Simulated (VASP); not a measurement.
# Al2Cu (Immm) in VASP: a series of runs

The runs below take Al2Cu through single point, with PBE.

Program: VASP 6.6.1. These are calculated values, not measurements. Logs are shortened: lines on timing, memory, paths and dates and some standing lists are left out, and cuts for length are marked.

### 1 The cell of the first run

It takes space group Immm (No. 71, orthorhombic). The conventional cell has a = 4.089 Å, b = 4.447 Å, c = 5.782 Å, α = 90.00°, β = 90.00°, γ = 90.00°. Within 3.3 Å of Al (site symmetry mm2) lie 4 Cu at 2.50 to 2.65 Å and 6 Al at 2.89 to 3.02 Å. Cu (site symmetry mmm) has 8 Al at 2.50 to 2.65 Å within 3.3 Å.

### 2 Single point, PBE (strain +0.0875 x Voigt [0, 1, 0, 0, 0, 0])

INCAR reads:

```
PREC     = Accurate       # precision mode
ENCUT    = 520            # plane-wave cutoff, eV
EDIFF    = 1E-6           # SCF threshold, eV
ISMEAR   = 0              # smearing method
SIGMA    = 0.15           # smearing width, eV
LREAL    = False          # projectors in reciprocal space
LASPH    = True           # aspherical terms in the spheres
NELM     = 100            # most SCF steps
ALGO     = Fast           # electronic algorithm
ISIF     = 2              # what is computed and relaxed
LWAVE    = False          # write WAVECAR
LCHARG   = False          # write CHGCAR
GGA      = PE             # functional
NBANDS   = 16             # bands
```

KPOINTS reads:

```
Automatic mesh
0
Gamma
  16 16 16
```

POSCAR reads:

```
Al2Cu
1.0
   -2.0446280232      2.2235329752      2.8912313231
    2.0446280232     -2.2235329752      2.8912313231
    2.0446280232      2.2235329752     -2.8912313231
Al Cu
2 1
Direct
    0.7500000000      0.2500000000      0.5000000000
    0.2500000000      0.7500000000      0.5000000000
    0.5000000000      0.5000000000      0.0000000000
```

Potentials or basis: VASP PAW PBE potentials, release 64 (Al, Cu).

Run with:

```sh
$ cat potpaw_PBE.64/Al/POTCAR potpaw_PBE.64/Cu/POTCAR > POTCAR
$ mpirun -np 1 vasp_std > vasp.out
```

OUTCAR:

```text
PREC = Accurate
   ENCUT = 520
   EDIFF = 1E-6
   ISMEAR = 0
   LREAL = False
   LASPH = True
   NELM = 100
   ISIF = 2
   GGA = PE

 ion  position               nearest neighbor table
   1  0.750  0.250  0.500-   3 2.50   3 2.50   3 2.65   3 2.65   2 2.89   2 2.89   2 3.02   2 3.02
                             2 3.02   2 3.02
   2  0.250  0.750  0.500-   3 2.50   3 2.50   3 2.65   3 2.65   1 2.89   1 2.89   1 3.02   1 3.02
                             1 3.02   1 3.02
   3  0.500  0.500  0.000-   1 2.50   2 2.50   1 2.50   2 2.50   1 2.65   2 2.65   2 2.65   1 2.65

  LATTYP: Found a body centered orthorhombic cell.
 ALAT       =     4.0892560464
 B/A-ratio  =     1.0875000000
 C/A-ratio  =     1.4140622599

  Lattice vectors:

 A1 = (  -2.0446280232,   2.2235329752,   2.8912313231)
 A2 = (   2.0446280232,  -2.2235329752,   2.8912313231)
 A3 = (   2.0446280232,   2.2235329752,  -2.8912313231)

Analysis of symmetry for initial positions (statically):
=====================================================================
 Subroutine PRICEL returns:
 Original cell was already a primitive cell.

 Routine SETGRP: Setting up the symmetry group for a
 body centered orthorhombic supercell.

 Subroutine GETGRP returns: Found  8 space group operations
 (whereof  8 operations were pure point group operations)
 out of a pool of  8 trial point group operations.

The static configuration has the point symmetry D_2h.

Analysis of symmetry for dynamics (positions and initial velocities):
=====================================================================
 Subroutine PRICEL returns:
 Original cell was already a primitive cell.

 Routine SETGRP: Setting up the symmetry group for a
 body centered orthorhombic supercell.

 Subroutine GETGRP returns: Found  8 space group operations
 (whereof  8 operations were pure point group operations)
 out of a pool of  8 trial point group operations.

The dynamic configuration has the point symmetry D_2h.

 Subroutine INISYM returns: Found  8 space group operations
 (whereof  8 operations are pure point group operations),
 and found     1 'primitive' translations

----------------------------------------------------------------------------------------

                                     Primitive cell

  volume of cell :      52.5776

  direct lattice vectors                    reciprocal lattice vectors
    -2.044628023  2.223532975  2.891231323     0.000000000  0.224867364  0.172936699
[... 89 lines left out ...]
   LREAL  =      F    real-space projection
   EDIFFG = 0.1E-04   stopping-criterion for IOM
   NSW    =      0    number of steps for IOM
   IBRION =     -1    ionic relax: 0-MD 1-quasi-New 2-CG
   NFREE  =      0    steps in history (QN), initial steepest desc. (CG)
   ISIF   =      2    stress and relaxation
   ISYM   =      2    0-nonsym 1-usesym 2-fastsym
   POTIM  = 0.5000    time-step for ionic-motion
   TEBEG  =    0.0;   TEEND  =   0.0 temperature during run
   PSTRESS=    0.0 pullay stress
   NELECT =      17.0000    total number of electrons
   NUPDOWN=      -1.0000    fix difference up-down
   EMIN   =  10.00;   EMAX   =-10.00  energy-range for DOS
   EFERMI =   0.00;   METHOD = LEGACY
   ISMEAR =     0;   SIGMA  =   0.15  broadening in eV -4-tet -1-fermi 0-gaus
   EFERMI_NEDOS =   21; number of points for ismear=-14 and -15
   IALGO  =     68    algorithm
   IMIX   =      4    mixing-type and parameters
     AMIX     =   0.40;   BMIX     =  1.00
     AMIX_MAG =   1.60;   BMIX_MAG =  1.00
  volume/ion in A,a.u.               =      17.53       118.27
  Fermi-wavevector in a.u.,A,eV,Ry     =   1.123632  2.123357 17.178031  1.262550
  Thomas-Fermi vector in A             =   2.260300
   LORBIT       =      0    0 simple, 1 ext, 2 COOP (PROOUT), +10 PAW based schemes
   GGA     = PE    functional components
   LHFCALC =     F    Hartree Fock is set to
   AEXX    =    0.0000 exact exchange contribution
   IVDW    =     0    specifies the selected vdW correction
   LEPSILON=     F    determine dielectric tensor
   LRPA    =     F    only Hartree local field effects (RPA)
 non-spin polarized calculation
 RMM-DIIS sequential band-by-band and
 Gauss-broadening in eV      SIGMA  =   0.15
  energy-cutoff  :      520.00
  volume of cell :       52.58
 maximum number of plane-waves:      1438
   NGX = 15   NGY = 15   NGZ = 15

 number of electron      17.0000009 magnetization

 Free energy of the ion-electron system (eV)
  ---------------------------------------------------
  ext. energy  EPLUGINS =         0.00000000
  ---------------------------------------------------
  free energy    TOTEN  =       -11.57579680 eV

  energy without entropy =      -11.56466073  energy(sigma->0) =      -11.57022877

 E-fermi :   6.0827     XC(G=0): -10.0644

 val. band max:        6.0812537196   @ k =  -0.0625   0.5000   0.0625
 cond. band min:       6.0839861584   @ k =   0.0625   0.0625   0.0625
 fundamental gap:      0.0027324388
 Fermi energy:         6.0826626071

 k-point     1 :       0.0000    0.0000    0.0000
  band No.  band energies     occupation
      1      -3.5184      2.00000
      2       1.8805      2.00000
      3       1.9094      2.00000
      4       1.9422      2.00000
      5       2.4009      2.00000
      6       2.4485      2.00000
[... 433 lines left out ...]
      3       1.9117      2.00000
      4       1.9464      2.00000
      5       2.3881      2.00000
      6       2.4513      2.00000
[... 8 lines left out ...]
     15      12.2523      0.00000
     16      13.0565      0.00000

 [... further k-points ...]

------------------------ aborting loop because EDIFF is reached ----------------------------------------

  FORCE on cell =-STRESS in cart. coord.  units (eV):
  Direction    XX          YY          ZZ          XY          YZ          ZX
  --------------------------------------------------------------------------------------
  -------------------------------------------------------------------------------------
  Total       -0.4939903     -3.9615502     -1.2468580     -0.0000000      0.0000000      0.0000000
  in kB      -15.0531822   -120.7188345    -37.9950373     -0.0000000      0.0000000      0.0000000
  external PRESSURE =     -57.9223513 kB  Pullay stress =       0.0000000 kB

 VOLUME and BASIS-vectors are now :
 -----------------------------------------------------------------------------
  energy-cutoff  :      520.00
  volume of cell :       52.58
      direct lattice vectors                 reciprocal lattice vectors
    -2.044628023  2.223532975  2.891231323     0.000000000  0.224867364  0.172936699
     2.044628023 -2.223532975  2.891231323     0.244543259  0.000000000  0.172936699
     2.044628023  2.223532975 -2.891231323     0.244543259  0.224867364  0.000000000

 POSITION                                       TOTAL-FORCE (eV/Angst)
 -----------------------------------------------------------------------------------
     -0.00000      2.22353      1.44562         0.000000     -0.000000      0.250671
      2.04463     -0.00000      1.44562        -0.000000     -0.000000     -0.250671
      0.00000      0.00000      2.89123         0.000000      0.000000     -0.000000
 -----------------------------------------------------------------------------------
    total drift:                               -0.000000      0.000000     -0.000000

  FREE ENERGIE OF THE ION-ELECTRON SYSTEM (eV)
  ---------------------------------------------------
  free  energy   TOTEN  =       -11.5757968033 eV

  energy  without entropy=      -11.5646607312  energy(sigma->0) =      -11.57022877
```

OSZICAR:

```text
N       E                     dE             d eps       ncg     rms          rms(c)
DAV:   1     0.606488138086E+02    0.60649E+02   -0.67148E+03 19912   0.108E+03
DAV:   2    -0.112233813157E+02   -0.71872E+02   -0.63311E+02 21128   0.193E+02
DAV:   3    -0.136471848249E+02   -0.24238E+01   -0.23735E+01 26960   0.409E+01
DAV:   4    -0.137014109963E+02   -0.54226E-01   -0.54202E-01 23944   0.519E+00
DAV:   5    -0.137041176460E+02   -0.27066E-02   -0.27066E-02 30808   0.129E+00    0.146E+01
RMM:   6    -0.162561501596E+02   -0.25520E+01   -0.38700E+01 24934   0.931E+01    0.130E+01
RMM:   7    -0.117095557886E+02    0.45466E+01   -0.11429E+01 22302   0.538E+01    0.190E+00
RMM:   8    -0.115916353632E+02    0.11792E+00   -0.70292E-01 21101   0.129E+01    0.722E-01
RMM:   9    -0.115751712039E+02    0.16464E-01   -0.12190E-01 22065   0.184E+00    0.186E-01
RMM:  10    -0.115772201121E+02   -0.20489E-02   -0.10070E-02 26239   0.845E-01    0.251E-01
RMM:  11    -0.115757674775E+02    0.14526E-02   -0.28054E-03 25486   0.629E-01    0.494E-02
RMM:  12    -0.115758741249E+02   -0.10665E-03   -0.99911E-04 28887   0.242E-01    0.751E-02
RMM:  13    -0.115757852676E+02    0.88857E-04   -0.27236E-04 25406   0.208E-01    0.118E-02
RMM:  14    -0.115757953872E+02   -0.10120E-04   -0.97636E-05 28015   0.771E-02    0.103E-02
RMM:  15    -0.115757967748E+02   -0.13877E-05   -0.13154E-05 26733   0.308E-02    0.121E-02
RMM:  16    -0.115757968033E+02   -0.28490E-07   -0.25051E-06 17996   0.239E-02
   1 F= -.11575797E+02 E0= -.11570229E+02  d E =-.111361E-01
```

It took 12 min on 1 thread of AMD EPYC 7R13, shared host; peak memory 0.59 GiB.

Results:

```
Free energy            : -11.5758 eV
Pressure               : -5.8 GPa
Largest force          : 0.251 eV/Å
Band gap on the k mesh : zero (an odd number of electrons rules out a gap without spin polarisation)
```

Forces on the atoms (eV/Å):
```
Al   0.000  0.000  0.251
Al   0.000  0.000 -0.251
Cu   0.000  0.000  0.000
```

Stress tensor (GPa, compression positive):
```
 -1.51   0.00   0.00
  0.00 -12.07   0.00
  0.00   0.00  -3.80
```

Caveat: the cell differs from its parent crystal (strain +0.0875 x Voigt [0, 1, 0, 0, 0, 0]); the stress differs along the axes, from -12 to -2 GPa.

### 3 Single point, PBE (strain +0.1000 x Voigt [0, 1, 0, 0, 0, 0])

INCAR reads:

```
  ALGO = Fast
  EDIFF = 1E-6
  ENCUT = 520
  GGA = PE
  ISIF = 2
  ISMEAR = 0
  LASPH = T
  LCHARG = F
  LREAL = F
  LWAVE = F
  NBANDS = 16
  NELM = 60
  PREC = Accurate
  SIGMA = 0.15
```

KPOINTS reads:

```
k-points
0
Gamma
  16 16 16
```

POSCAR reads:

```
Al2Cu
1.0
   -2.0446280232      2.2490908255      2.8912313231
    2.0446280232     -2.2490908255      2.8912313231
    2.0446280232      2.2490908255     -2.8912313231
Al Cu
2 1
Direct
    0.7500000000      0.2500000000      0.5000000000
    0.2500000000      0.7500000000      0.5000000000
    0.5000000000      0.5000000000      0.0000000000
```

Potentials or basis: VASP PAW PBE potentials, release 64 (Al, Cu).

Run with:

```sh
$ cat potpaw_PBE.64/Al/POTCAR potpaw_PBE.64/Cu/POTCAR > POTCAR
$ mpirun -np 1 vasp_std > vasp.out
```

It took 11 min on 1 thread of AMD EPYC 7R13, shared host; peak memory 0.6 GiB.

The run converged. Its results:

```
Free energy            : -11.5289 eV
Pressure               : -6.2 GPa
Largest force          : 0.270 eV/Å
Band gap on the k mesh : zero (an odd number of electrons rules out a gap without spin polarisation)
```

Forces on the atoms (eV/Å):
```
Al   0.000  0.000  0.270
Al   0.000  0.000 -0.270
Cu   0.000  0.000  0.000
```

Stress tensor (GPa, compression positive):
```
 -1.61   0.00   0.00
  0.00 -12.92   0.00
  0.00   0.00  -4.06
```

Levels at points of the mesh, in eV from the Fermi level:
```tsv
k point	band 7	band 8	band 9	band 10	band 11	band 12
(0.00, 0.00, 0.00)	2.12	2.26	2.27	2.46	3.17	3.37
(0.50, 0.00, 0.00)	-3.50	0.86	1.01	2.96	3.04	3.55
(0.00, 0.50, 0.00)	-3.55	0.18	0.53	1.90	2.29	3.56
(0.50, 0.50, 0.00)	-3.42	-1.81	-1.48	0.14	1.73	8.14
(0.50, 0.50, 0.50)	-3.34	-2.46	-1.33	-0.61	1.75	8.85
```

Caveat: the cell differs from its parent crystal (strain +0.1000 x Voigt [0, 1, 0, 0, 0, 0]); the stress differs along the axes, from -13 to -2 GPa.
